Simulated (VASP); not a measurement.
# Ta2Si (I4/mcm) in VASP: further runs

Runs on Ta2Si. Level: r2SCAN. Tasks: single point.

Program: VASP 6.6.1. These are calculated values, not measurements. Logs are shortened: lines on timing, memory, paths and dates and some standing lists are left out, and cuts for length are marked.

### 1 The cell of the first run

Symmetry: I4/mcm, No. 140, tetragonal system. Conventional cell: a = 6.228 Å, b = 6.228 Å, c = 5.101 Å, α = 90.00°, β = 90.00°, γ = 90.00°. Within 3.5 Å of Ta (site symmetry m2m) lie 4 Si at 2.66 Å and 11 Ta at 2.89 to 3.29 Å. Si (site symmetry 422) has 2 Si at 2.55 Å and 8 Ta at 2.66 Å within 3.4 Å.

### 2 Single point, r2SCAN (16.49 Å³/atom)

The input, POSCAR:

```
Ta2Si
1.0
   -3.1140920682      3.1140920682      2.5506169046
    3.1140920682     -3.1140920682      2.5506169046
    3.1140920682      3.1140920682     -2.5506169046
Ta Si
4 2
Direct
    0.6639163564      0.8360836436      0.5000000000
    0.8360836436      0.3360836436      0.1721672873
    0.3360836436      0.1639163564      0.5000000000
    0.1639163564      0.6639163564      0.8278327127
    0.2500000000      0.2500000000      0.0000000000
    0.7500000000      0.7500000000      0.0000000000
```

The input, INCAR.step1:

```
SYSTEM = Ta2Si
PREC = Accurate ; ENCUT = 520
ISMEAR = 0 ; SIGMA = 0.1
LREAL = .FALSE. ; LASPH = .TRUE.
NELM = 80 ; NBANDS = 35
GGA = PE ; ALGO = Normal
EDIFF = 1E-4 ; LWAVE = .TRUE.
LCHARG = .FALSE.
```

The input, INCAR.step2:

```
SYSTEM = Ta2Si
PREC = Accurate ; ENCUT = 520
EDIFF = 1E-7 ; ISMEAR = 0
SIGMA = 0.1 ; LREAL = .FALSE.
LASPH = .TRUE. ; NELM = 80
ALGO = Normal ; ISIF = 2
LWAVE = .FALSE. ; LCHARG = .TRUE.
METAGGA = R2SCAN ; LMIXTAU = .TRUE.
LELF = .TRUE. ; LVHAR = .TRUE.
NBANDS = 35 ; ISTART = 1
```

The input, KPOINTS:

```
regular mesh
0
G
  10 10 10
  0 0 0
```

Potentials or basis: VASP PAW PBE potentials, release 64 (Ta_pv, Si).

The run is started by

```sh
$ cat potpaw_PBE.64/Ta_pv/POTCAR potpaw_PBE.64/Si/POTCAR > POTCAR
$ cp INCAR.step1 INCAR
$ mpirun -np 1 vasp_std > vasp.out
$ cp INCAR.step2 INCAR
$ mpirun -np 1 vasp_std > vasp.out
```

OUTCAR:

```text
SYSTEM = Ta2Si
   PREC = Accurate
   ENCUT = 520
   EDIFF = 1E-7
   ISMEAR = 0
   LREAL = .FALSE.
   LASPH = .TRUE.
   NELM = 80
   ISIF = 2
   METAGGA = R2SCAN
   ISTART = 1

 ion  position               nearest neighbor table
   1  0.664  0.836  0.500-   5 2.66   6 2.66   6 2.66   5 2.66   3 2.89   3 2.97   3 2.97   2 3.27
                             4 3.27   4 3.27   2 3.27   4 3.29   2 3.29   4 3.29   2 3.29
   2  0.836  0.336  0.172-   6 2.66   5 2.66   5 2.66   6 2.66   4 2.89   4 2.97   4 2.97   1 3.27
                             3 3.27   3 3.27   1 3.27   1 3.29   3 3.29   3 3.29   1 3.29
   3  0.336  0.164  0.500-   6 2.66   5 2.66   5 2.66   6 2.66   1 2.89   1 2.97   1 2.97   2 3.27
                             4 3.27   4 3.27   2 3.27   4 3.29   2 3.29   2 3.29   4 3.29
   4  0.164  0.664  0.828-   6 2.66   5 2.66   5 2.66   6 2.66   2 2.89   2 2.97   2 2.97   3 3.27
                             1 3.27   1 3.27   3 3.27   3 3.29   1 3.29   1 3.29   3 3.29
   5  0.250  0.250  0.000-   6 2.55   6 2.55   1 2.66   3 2.66   1 2.66   3 2.66   2 2.66   4 2.66
                             4 2.66   2 2.66
   6  0.750  0.750  0.000-   5 2.55   5 2.55   3 2.66   1 2.66   3 2.66   1 2.66   4 2.66   2 2.66
                             4 2.66   2 2.66

  LATTYP: Found a body centered tetragonal cell.
 ALAT       =     6.2281841364
 C/A-ratio  =     0.8190563570

  Lattice vectors:

 A1 = (  -3.1140920682,   3.1140920682,   2.5506169046)
 A2 = (   3.1140920682,  -3.1140920682,   2.5506169046)
 A3 = (   3.1140920682,   3.1140920682,  -2.5506169046)

Analysis of symmetry for initial positions (statically):
=====================================================================
 Subroutine PRICEL returns:
 Original cell was already a primitive cell.

 Routine SETGRP: Setting up the symmetry group for a
 body centered tetragonal supercell.

 Subroutine GETGRP returns: Found 16 space group operations
 (whereof  8 operations were pure point group operations)
 out of a pool of 16 trial point group operations.

The static configuration has the point symmetry C_4h.
 The point group associated with its full space group is D_4h.

Analysis of symmetry for dynamics (positions and initial velocities):
=====================================================================
 Subroutine PRICEL returns:
 Original cell was already a primitive cell.

 Routine SETGRP: Setting up the symmetry group for a
 body centered tetragonal supercell.

 Subroutine GETGRP returns: Found 16 space group operations
 (whereof  8 operations were pure point group operations)
 out of a pool of 16 trial point group operations.

The dynamic configuration has the point symmetry C_4h.
 The point group associated with its full space group is D_4h.

 Subroutine INISYM returns: Found 16 space group operations
 (whereof  8 operations are pure point group operations),
 and found     1 'primitive' translations

----------------------------------------------------------------------------------------

                                     Primitive cell

  volume of cell :      98.9391

  direct lattice vectors                    reciprocal lattice vectors
    -3.114092068  3.114092068  2.550616905     0.000000000  0.160560442  0.196031007
     3.114092068 -3.114092068  2.550616905     0.160560442  0.000000000  0.196031007
     3.114092068  3.114092068 -2.550616905     0.160560442  0.160560442  0.000000000

  length of vectors
     5.089281424  5.089281424  5.089281424     0.253392603  0.253392603  0.227066755

  position of ions in fractional coordinates (direct lattice)
     0.663916356  0.836083644  0.500000000
     0.836083644  0.336083644  0.172167287
     0.336083644  0.163916356  0.500000000
     0.163916356  0.663916356  0.827832713
     0.250000000  0.250000000  0.000000000
     0.750000000  0.750000000  0.000000000

  ion indices of the primitive-cell ions
   primitive index   ion index
                 1           1
                 2           2
                 3           3
                 4           4
                 5           5
                 6           6

----------------------------------------------------------------------------------------

 KPOINTS: regular mesh

Automatic generation of k-mesh.
 Grid dimensions read from file:
 generate k-points for:   10   10   10

 Generating k-lattice:

  Cartesian coordinates                     Fractional coordinates (reciprocal lattice)
     0.000000000  0.016056044  0.019603101     0.100000000  0.000000000  0.000000000
     0.016056044  0.000000000  0.019603101     0.000000000  0.100000000  0.000000000
     0.016056044  0.016056044  0.000000000     0.000000000  0.000000000  0.100000000

  Length of vectors
     0.025339260  0.025339260  0.022706676

  Shift w.r.t. Gamma in fractional coordinates (k-lattice)
     0.000000000  0.000000000  0.000000000

 Subroutine IBZKPT returns following result:
 ===========================================

 Found    102 irreducible k-points:

 Following reciprocal coordinates:
            Coordinates               Weight
  0.000000  0.000000  0.000000      1.000000
  0.100000  0.000000 -0.000000      8.000000
  0.200000  0.000000 -0.000000      8.000000
  0.300000  0.000000 -0.000000      8.000000
  0.400000  0.000000 -0.000000      8.000000
  0.500000  0.000000 -0.000000      4.000000
[... 16 lines left out ...]
  0.300000  0.300000 -0.000000      8.000000
  0.400000  0.300000 -0.000000     16.000000
 [... further k-points ...]
   k-points           NKPTS =    102   k-points in BZ     NKDIM =    102   number of bands    NBANDS=     35
   number of dos      NEDOS =    301   number of ions     NIONS =      6
   total plane-waves  NPLWV =  64000
   dimension x,y,z NGX =    40 NGY =   40 NGZ =   40
   dimension x,y,z NGXF=    80 NGYF=   80 NGZF=   80
   ions per type =               4   2
   NGX,Y,Z   is equivalent  to a cutoff of  13.07, 13.07, 13.07 a.u.
   NGXF,Y,Z  is equivalent  to a cutoff of  26.13, 26.13, 26.13 a.u.
 SYSTEM =  Ta2Si
   PREC   = accura    normal or accurate (medium, high low for compatibility)
   ISTART =      1    job   : 0-new  1-cont  2-samecut
   ICHARG =      0    charge: 1-file 2-atom 10-const
   ISPIN  =      1    spin polarized calculation?
   LNONCOLLINEAR =      F non collinear calculations
   LSORBIT =      F    spin-orbit coupling
   LASPH  =      T    aspherical Exc in radial PAW
   ENCUT  =  520.0 eV  38.22 Ry    6.18 a.u.   9.46  9.46  9.46*2*pi/ulx,y,z
   NELM   =     80;   NELMIN=  2; NELMDL=  0     # of ELM steps
   EDIFF  = 0.1E-06   stopping-criterion for ELM
   LREAL  =      F    real-space projection
   EDIFFG = 0.1E-05   stopping-criterion for IOM
   NSW    =      0    number of steps for IOM
   IBRION =     -1    ionic relax: 0-MD 1-quasi-New 2-CG
   NFREE  =      0    steps in history (QN), initial steepest desc. (CG)
   ISIF   =      2    stress and relaxation
   ISYM   =      2    0-nonsym 1-usesym 2-fastsym
   POTIM  = 0.5000    time-step for ionic-motion
   TEBEG  =    0.0;   TEEND  =   0.0 temperature during run
   PSTRESS=    0.0 pullay stress
   NELECT =      52.0000    total number of electrons
   NUPDOWN=      -1.0000    fix difference up-down
   EMIN   =  10.00;   EMAX   =-10.00  energy-range for DOS
   EFERMI =   0.00;   METHOD = LEGACY
   ISMEAR =     0;   SIGMA  =   0.10  broadening in eV -4-tet -1-fermi 0-gaus
   EFERMI_NEDOS =   21; number of points for ismear=-14 and -15
   IALGO  =     38    algorithm
   IMIX   =      4    mixing-type and parameters
     AMIX     =   0.40;   BMIX     =  1.00
     AMIX_MAG =   1.60;   BMIX_MAG =  1.00
  volume/ion in A,a.u.               =      16.49       111.28
  Fermi-wavevector in a.u.,A,eV,Ry     =   1.321153  2.496618 23.748238  1.745446
  Thomas-Fermi vector in A             =   2.450928
   LORBIT       =      0    0 simple, 1 ext, 2 COOP (PROOUT), +10 PAW based schemes
   METAGGA = R2SCAN    functional components
   LHFCALC =     F    Hartree Fock is set to
   AEXX    =    0.0000 exact exchange contribution
   IVDW    =     0    specifies the selected vdW correction
   LEPSILON=     F    determine dielectric tensor
   LRPA    =     F    only Hartree local field effects (RPA)
 non-spin polarized calculation
 Gauss-broadening in eV      SIGMA  =   0.10
  energy-cutoff  :      520.00
  volume of cell :       98.94
 maximum number of plane-waves:      2698
 NGX is ok and might be reduce to    40
   NGX = 19   NGY = 19   NGZ = 19

 number of electron      51.9999999 magnetization

 Free energy of the ion-electron system (eV)
  ---------------------------------------------------
  ext. energy  EPLUGINS =         0.00000000
  ---------------------------------------------------
  free energy    TOTEN  =      -215.43912479 eV

  energy without entropy =     -215.42395888  energy(sigma->0) =     -215.43154183

 E-fermi :   7.2283     XC(G=0): -13.3341

 val. band max:        7.2266479643   @ k =   0.3000   0.1000  -0.0000
 cond. band min:       7.2348081399   @ k =  -0.3000   0.3000   0.0000
 fundamental gap:      0.0081601756
 Fermi energy:         7.2282766251

 k-point     1 :       0.0000    0.0000    0.0000
  band No.  band energies     occupation
      1     -28.6328      2.00000
      2     -28.6328      2.00000
      3     -28.6110      2.00000
      4     -28.5785      2.00000
      5     -28.5785      2.00000
      6     -28.5441      2.00000
[... 27 lines left out ...]
     34      11.6357      0.00000
     35      12.9185      0.00000

 k-point     2 :       0.1000    0.0000   -0.0000
  band No.  band energies     occupation
      1     -28.6544      2.00000
      2     -28.6544      2.00000
      3     -28.6171      2.00000
      4     -28.5558      2.00000
      5     -28.5523      2.00000
      6     -28.5445      2.00000
[... 27 lines left out ...]
     34      11.4048      0.00000
     35      12.6082      0.00000

 k-point     3 :       0.2000    0.0000   -0.0000
  band No.  band energies     occupation
      1     -28.6858      2.00000
      2     -28.6814      2.00000
      3     -28.6327      2.00000
      4     -28.5486      2.00000
      5     -28.5195      2.00000
      6     -28.5102      2.00000
[... 27 lines left out ...]
     34      11.6428      0.00000
     35      11.9656      0.00000
[... 723 lines left out ...]
 k-point    23 :       0.3000    0.3000   -0.0000
  band No.  band energies     occupation
      1     -28.7304      2.00000
      2     -28.6618      2.00000
      3     -28.6207      2.00000
      4     -28.5637      2.00000
      5     -28.5426      2.00000
      6     -28.4716      2.00000
[... 27 lines left out ...]
     34      10.8828      0.00000
     35      11.7713      0.00000

 k-point    24 :       0.4000    0.3000   -0.0000
  band No.  band energies     occupation
      1     -28.7139      2.00000
      2     -28.6563      2.00000
      3     -28.6357      2.00000
      4     -28.5635      2.00000
      5     -28.5274      2.00000
      6     -28.4765      2.00000
[... 27 lines left out ...]
     34      11.0913      0.00000
     35      11.5570      0.00000

 [... further k-points ...]
[... 5 lines left out ...]
  --------------------------------------------------------------------------------------
  -------------------------------------------------------------------------------------
  Total       -3.6833097     -3.6833097     -3.6875559      0.0000000      0.0000000      0.0000000
  in kB      -59.6459136    -59.6459136    -59.7146754      0.0000000      0.0000000      0.0000000
  external PRESSURE =     -59.6688342 kB  Pullay stress =       0.0000000 kB

 VOLUME and BASIS-vectors are now :
 -----------------------------------------------------------------------------
  energy-cutoff  :      520.00
  volume of cell :       98.94
      direct lattice vectors                 reciprocal lattice vectors
    -3.114092068  3.114092068  2.550616905     0.000000000  0.160560442  0.196031007
     3.114092068 -3.114092068  2.550616905     0.160560442  0.000000000  0.196031007
     3.114092068  3.114092068 -2.550616905     0.160560442  0.160560442  0.000000000

 POSITION                                       TOTAL-FORCE (eV/Angst)
 -----------------------------------------------------------------------------------
      2.09319      1.02090      2.55062        -0.001022      0.001022     -0.000000
     -1.02090      2.09319      2.55062        -0.001022     -0.001022      0.000000
      1.02090      2.09319      0.00000         0.001022     -0.001022     -0.000000
      4.13499      1.02090      0.00000         0.001022      0.001022     -0.000000
      0.00000      0.00000      1.27531        -0.000000     -0.000000      0.000000
      0.00000      0.00000      3.82593        -0.000000     -0.000000      0.000000
 -----------------------------------------------------------------------------------
    total drift:                               -0.000000      0.000000     -0.000000

  FREE ENERGIE OF THE ION-ELECTRON SYSTEM (eV)
  ---------------------------------------------------
  free  energy   TOTEN  =      -215.4391247889 eV

  energy  without entropy=     -215.4239588758  energy(sigma->0) =     -215.43154183
```

It took 13 min on 1 thread of Intel Xeon 6975P-C (Granite Rapids), shared host; peak memory 0.44 GiB.

What came out:

```yaml
Free_energy: -215.4391 eV
Pressure: -6.0 GPa
Band_gap_on_the_k_mesh: zero (bands 26 and 27 overlap by 0.74 eV)
```

Levels at points of the mesh, in eV from the Fermi level:
```tsv
k point	band 22	band 23	band 24	band 25	band 26	band 27	band 28	band 29	band 30	band 31
(0.00, 0.00, 0.00)	-2.63	-2.58	-2.17	0.23	0.26	0.98	1.44	1.44	1.64	1.64
(0.50, 0.00, 0.00)	-2.09	-1.99	-1.99	-1.20	-1.20	0.76	0.76	1.98	1.98	2.88
(0.50, 0.50, 0.00)	-2.34	-2.03	-1.60	-0.11	0.03	0.11	0.68	1.38	1.87	3.31
(0.50, 0.50, 0.50)	-1.45	-1.07	-1.06	-1.05	-1.05	-0.18	0.39	0.80	0.80	2.81
```

Caveat: the cell stands under tension; the PAW data sets were made with another functional, which shifts forces and pressure a little; spin-orbit coupling is left out, which moves the levels of the heavy elements.

[end of part 1 of 2]

The gap in the log of VASP goes by the Fermi energy; the results here count the filled bands.